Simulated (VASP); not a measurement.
Input of a VASP 6.6.1 run:

Contents of INCAR:

```
SYSTEM = NaCl
ALGO = Normal
EDIFF = 1E-6
ENCUT = 520
ISIF = 2
ISMEAR = -1
LASPH = .True.
LCHARG = .False.
LREAL = .False.
LWAVE = .False.
NBANDS = 14
NELM = 60
PREC = Accurate
SIGMA = 0.02
```

The input KPOINTS:

```
k-points
0
Gamma
  6 6 6
  0 0 0
```

The input POSCAR:

```
NaCl
1.0
    3.3702354058      0.0000000000      0.0000000000
    0.0000000000      3.3702354058      0.0000000000
    0.0000000000      0.0000000000      3.3702354058
Na Cl
1 1
Direct
    0.0000000000      0.0000000000      0.0000000000
    0.5000000000      0.5000000000      0.5000000000
```

Potentials or basis: VASP PAW LDA potentials, release 64 (Na_pv, Cl).

The run is started by

```sh
$ cat potpaw_LDA.64/Na_pv/POTCAR potpaw_LDA.64/Cl/POTCAR > POTCAR
$ mpirun -np 1 vasp_std > vasp.out
```

(1) What does it give for the pressure?

(2) Estimate the band gap on the k mesh.

Results:

(1) 0.0 GPa.

(2) 4.01 eV, indirect (least direct gap 4.62 eV).
